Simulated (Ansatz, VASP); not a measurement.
# ZnS2: VASP beside Ansatz

```xyz
12
Lattice="5.9454 0.0000 0.0000 0.0000 5.9454 0.0000 0.0000 0.0000 5.9454" Properties=species:S:1:pos:R:3 pbc="T T T"
Zn    2.9727    2.9727    0.0000
Zn    2.9727    0.0000    2.9727
Zn    0.0000    2.9727    2.9727
Zn    0.0000    0.0000    0.0000
S     0.5960    5.3494    2.3767
S     5.3494    2.3767    0.5960
S     2.3767    0.5960    5.3494
S     3.5687    3.5687    3.5687
S     5.3494    0.5960    3.5687
S     0.5960    3.5687    5.3494
S     3.5687    5.3494    0.5960
S     2.3767    2.3767    2.3767
```

Alike in both runs: task relaxation of cell and atoms; functional PBEsol; k mesh 6 × 6 × 6; occupations gaussian, width 0.02 eV; no spin polarisation.

|  | VASP | Ansatz |
| --- | --- | --- |
| version | VASP 6.6.1 | Ansatz 0.2.0 |
| potentials or method | VASP PAW PBE potentials, release 64 (Zn, S), cutoff 600 eV | scalar-relativistic, plane waves, PAW |
| valence electrons in the cell | 96 | 96 |

VASP gave:

| Property | Result |
| --- | --- |
| gap on the k mesh at the Fermi level, each at its own relaxed structure (eV) | 1.45 |
| relaxed volume (Å³/atom) | 17.04 |
| relaxed length of the cell vector where the two differ most in proportion (Å) | 5.892 |

Task: What did Ansatz give for the same quantities?

Result: gap on the k mesh at the Fermi level, each at its own relaxed structure (eV): 1.41; relaxed volume (Å³/atom): 17.01; relaxed length of the cell vector where the two differ most in proportion (Å): 5.888.

VASP's potentials were made for PBE, not for PBEsol.
